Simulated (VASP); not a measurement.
A run of VASP 6.6.1:

INCAR

```
  PREC = Accurate
  ENCUT = 520
  EDIFF = 1E-7
  ISMEAR = -1
  SIGMA = 0.05
  LREAL = Auto
  LASPH = T
  NELM = 100
  ALGO = Normal
  ISIF = 2
  LWAVE = F
  LCHARG = F
  GGA = PE
  NBANDS = 74
```

File KPOINTS:

```
Automatic mesh
0
Gamma
  2 2 2
  0.5 0.5 0.5
```

POSCAR

```
HfN
1.0
   -4.5330100770      4.5330100770      0.0000000000
   -4.5330100770      0.0000000000      4.5330100770
    0.0000000000      4.5330100770      4.5330100770
Hf N
8 8
Direct
   -0.0126216353      0.0224996191     -0.0062572109
    0.4895156777     -0.0004210227     -0.0058035388
   -0.0217505583      0.5204564870      0.0053144598
   -0.0106800998      0.0064502394      0.5152571824
    0.5242933414      0.5217107308     -0.0358874119
    0.5025123398     -0.0004680113      0.5072875332
   -0.0101159052      0.5023065163      0.4968853944
    0.4869324053      0.4995057283      0.5071280365
    0.7576486577      0.7545575549      0.7455811795
    0.2431622655      0.7612824462      0.7518203009
    0.7460661773      0.2445034273      0.7501127159
    0.7521165720      0.7680488110      0.2312282528
    0.2277394011      0.2668037307      0.7631134591
    0.2374698008      0.7731447626      0.2458931220
    0.7435251506      0.2570711250      0.2537569916
    0.2692757085      0.2700650295      0.2344101341
```

Potentials or basis: VASP PAW PBE potentials, release 64 (Hf_pv, N).

Command:

```console
$ cat potpaw_PBE.64/Hf_pv/POTCAR potpaw_PBE.64/N/POTCAR > POTCAR
$ mpirun -np 1 vasp_std > vasp.out
```

Hardware: 1 thread of Intel(R) Xeon(R) Platinum 8259CL CPU @ 2.50GHz (Skylake/Cascade Lake) (shared host).

Question: How long does it take, and how much memory?

Answer: It took 15 min on 1 thread of Intel(R) Xeon(R) Platinum 8259CL CPU @ 2.50GHz (Skylake/Cascade Lake), with other jobs on the host, peak memory 0.4 GiB. Counts: scf iterations 18, k points 16.
